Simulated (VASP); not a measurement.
Here is a VASP 6.6.1 calculation.

The input INCAR:

```
ALGO = Normal
EDIFF = 1E-6
ENCUT = 520
GGA = PS
ISIF = 2
ISMEAR = -1
LASPH = True
LCHARG = True
LELF = True
LREAL = False
LVHAR = True
LWAVE = False
NBANDS = 15
NELM = 100
PREC = Accurate
SIGMA = 0.02
```

KPOINTS

```
k-points
0
Gamma
  7 7 7
```

POSCAR

```
KCl
1.0
    3.6460731784      0.0000000000      0.0000000000
    0.0000000000      3.6460731784      0.0000000000
    0.0000000000      0.0000000000      3.6460731784
K Cl
1 1
Direct
    0.0000000000      0.0000000000      0.0000000000
    0.5000000000      0.5000000000      0.5000000000
```

Potentials or basis: VASP PAW PBE potentials, release 64 (K_sv, Cl).

Launch:

```console
$ cat potpaw_PBE.64/K_sv/POTCAR potpaw_PBE.64/Cl/POTCAR > POTCAR
$ mpirun -np 1 vasp_std > vasp.out
```

Estimate the pressure.

2.0 GPa.

What does it give for the band gap on the k mesh?

5.34 eV, indirect (least direct gap 5.55 eV).

Caveat: the PAW data sets were made with another functional, which shifts forces and pressure a little. A k mesh can miss the band edges.
